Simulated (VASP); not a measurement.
A run of VASP 6.6.1 is set up as follows.

The input INCAR:

```
SYSTEM = CS2
PREC = Accurate
ENCUT = 520
EDIFF = 1E-7
ISMEAR = -1
SIGMA = 0.02
LREAL = Auto
LASPH = .TRUE.
NELM = 80
ALGO = Normal
ISIF = 2
LWAVE = .FALSE.
LCHARG = .FALSE.
GGA = PE
IVDW = 12
NBANDS = 82
```

KPOINTS

```
regular mesh
0
G
  1 1 1
  0 0 0
```

POSCAR

```
CS2
1.0
    9.2831780000      0.0000000000      0.0000000000
    0.0000000000      9.2831780000      0.0000000000
    0.0000000000      0.0000000000      9.2831780000
S C
16 8
Direct
    0.6262618254      0.1349214676      0.7841495660
    0.5630722582      0.2009117998      0.4565354666
    0.8062325208      0.5824837141      0.4380396455
    0.9522062380      0.4159351463      0.6823633027
    0.3528533009      1.0391161303      0.2349303224
    0.5046439915      0.7848174408      0.0777858617
    0.9605331278      0.8492781244      0.3104540277
    0.8664381961      1.1074871127      0.1138941858
    0.4382658611      0.6695336446      0.5710328941
    0.2631965045      0.4743849574      0.3477903795
    0.9988282030      0.4844461670      0.1124291703
    0.6637274433      0.4919328273      0.1454243364
    0.1477618979      0.1530402627      0.9417249136
    0.2327758877      0.1189355628      0.6250984307
   -0.2327758877      0.8012880934      0.7790004673
    0.0855956872      0.7247625759      0.8214212848
    0.5843365279      0.1721285534      0.6197877494
    0.8816485044      0.5070892748      0.5627490930
    0.4373286821      0.9152684566      0.1503256751
    0.9057350834      0.9819697522      0.2191167723
    0.3615679889      0.5657653015      0.4585283186
    0.8296943137      0.4864390191      0.1333164138
    0.1990374417      0.1289321394      0.7874350788
   -0.0745865263      0.7638978807      0.7924333671
```

Potentials or basis: VASP PAW PBE potentials, release 64 (S, C).

The run is started by

```sh
$ cat potpaw_PBE.64/S/POTCAR potpaw_PBE.64/C/POTCAR > POTCAR
$ mpirun -np 1 vasp_gam > vasp.out
```

Question: What does it give for the largest force?

Answer: 3.522 eV/Å.

Question: What does it give for the band gap on the k mesh?

Answer: 2.47 eV.

Question: Estimate the dispersion energy per atom.

Answer: -0.120 eV.

Question: Estimate the pressure.

Answer: 0.1 GPa.

Forces in eV/Å, atoms in the order of the input:
```
S   -0.808  0.604 -1.933
S    0.024  0.165  0.081
S   -0.753  0.899 -0.700
S    0.394 -0.476  0.628
S    0.911 -1.134 -0.957
S    0.866 -1.066 -0.960
S   -0.312  1.105 -0.511
S   -0.384 -0.245  0.490
S   -0.544 -1.165 -1.173
S    1.569  1.120  1.565
S   -1.282 -0.012  0.104
S   -0.489 -0.332 -0.122
S   -0.132  0.092  1.516
S    0.260 -0.331 -0.740
S   -2.080  0.485 -0.350
S    0.309  0.192 -0.148
C    1.072 -0.540  1.958
C    0.304 -0.887  0.622
C   -1.942  2.309  1.816
C    0.599 -0.693  0.038
C   -1.026  0.065 -0.302
C    1.587 -0.031 -0.594
C   -0.099  0.231 -1.001
C    1.958 -0.353  0.673
```

Caveat: the k points lie up to 0.68 Å⁻¹ apart.
